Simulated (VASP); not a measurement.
Wanted: the native input for a VASP 6.6.1 run.

```yaml
Task: single point
Functional: r2SCAN
Dispersion: D3(BJ)
Potentials_or_basis: VASP PAW PBE potentials, release 64 (Cu, O)
Cutoff: 520 eV
k_mesh: 8 × 8 × 6
Occupations: fermi-dirac, width 0.05 eV
Spin: no spin polarisation
Dipole_correction: no
Further_INCAR_settings: ALGO = Normal; EDIFF = 1e-06; NBANDS = 25
```

CuO:

```
Cu O
1.0
     2.87534    0.00000    0.00000
     0.00000    2.87534    0.00000
     0.00000    0.00000    5.12486
Cu O
2 2
Direct
  0.00000 0.50000 0.00000
  0.50000 0.00000 0.50000
  0.00000 0.00000 0.25000
  0.00000 0.00000 0.75000
```

The input as run:

POSCAR

```
CuO
1.0
    2.8753420373      0.0000000000      0.0000000000
    0.0000000000      2.8753420373      0.0000000000
    0.0000000000      0.0000000000      5.1248589980
Cu O
2 2
Direct
    0.0000000000      0.5000000000      0.0000000000
    0.5000000000      0.0000000000      0.5000000000
    0.0000000000      0.0000000000      0.2500000000
    0.0000000000      0.0000000000      0.7500000000
```

INCAR.step1

```
PREC = Accurate
ENCUT = 520
ISMEAR = -1
SIGMA = 0.05
LREAL = False
LASPH = True
NELM = 60
NBANDS = 25
GGA = PE
ALGO = Normal
EDIFF = 1E-4
LWAVE = True
LCHARG = False
```

INCAR.step2

```
PREC = Accurate
ENCUT = 520
EDIFF = 1E-6
ISMEAR = -1
SIGMA = 0.05
LREAL = False
LASPH = True
NELM = 60
ALGO = Normal
ISIF = 2
LWAVE = False
LCHARG = True
METAGGA = R2SCAN
LMIXTAU = True
IVDW = 12
VDW_S6 = 1.0
VDW_S8 = 0.78981345
VDW_A1 = 0.49484001
VDW_A2 = 5.73083694
LELF = True
LVHAR = True
NBANDS = 25
ISTART = 1
```

KPOINTS

```
Automatic mesh
0
Gamma
  8 8 6
```

Potentials or basis: VASP PAW PBE potentials, release 64 (Cu, O).

Command:

```console
$ cat potpaw_PBE.64/Cu/POTCAR potpaw_PBE.64/O/POTCAR > POTCAR
$ cp INCAR.step1 INCAR
$ mpirun -np 1 vasp_std > vasp.out
$ cp INCAR.step2 INCAR
$ mpirun -np 1 vasp_std > vasp.out
```

Results of the run:

```json
{
 "Pressure": "1.0 GPa",
 "Band gap on the k mesh": "zero (bands 17 and 18 overlap by 1.18 eV)",
 "Dispersion energy per atom": "-0.128 eV"
}
```

Caveat: the PAW data sets were made with another functional, which shifts forces and pressure a little; semilocal functionals often make such compounds metallic where correlation or magnetic order opens a gap, which also shifts bond lengths.

Wall time 2.5 min on 1 thread of Intel(R) Xeon(R) Platinum 8488C (Sapphire Rapids) (shared host), peak memory 0.21 GiB.
